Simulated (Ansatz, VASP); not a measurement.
## SiC: VASP beside Ansatz

```
Si C
1.0
     0.00000    2.12266    2.12266
     2.12266    0.00000    2.12266
     2.12266    2.12266    0.00000
Si C
1 1
Direct
  0.00000 0.00000 0.00000
  0.25000 0.25000 0.25000
```

Alike in both runs: task single point; functional PBE; k mesh 10 × 10 × 10; occupations gaussian, width 0.02 eV; no spin polarisation.

```csv
,VASP,Ansatz
version,VASP 6.6.1,Ansatz 0.2.0
potentials or method,"VASP PAW PBE potentials, release 64 (Si, C)","scalar-relativistic, plane waves, norm-conserving pseudopotentials"
plane-wave cutoff (eV),600,1116
valence electrons in the cell,8,8
```

|  | VASP | Ansatz | Ansatz less VASP |
| --- | --- | --- | --- |
| gap on the k mesh at the Fermi level (eV) | 1.28 | 1.27 | -0.008 |
| least direct gap on the mesh (eV) | 4.62 | 4.62 | +0.004 |
| pressure (GPa) | 23.6 | 24.0 | +0.38 |

The functional is the same, so the differences come from potentials, cutoffs and numerics.
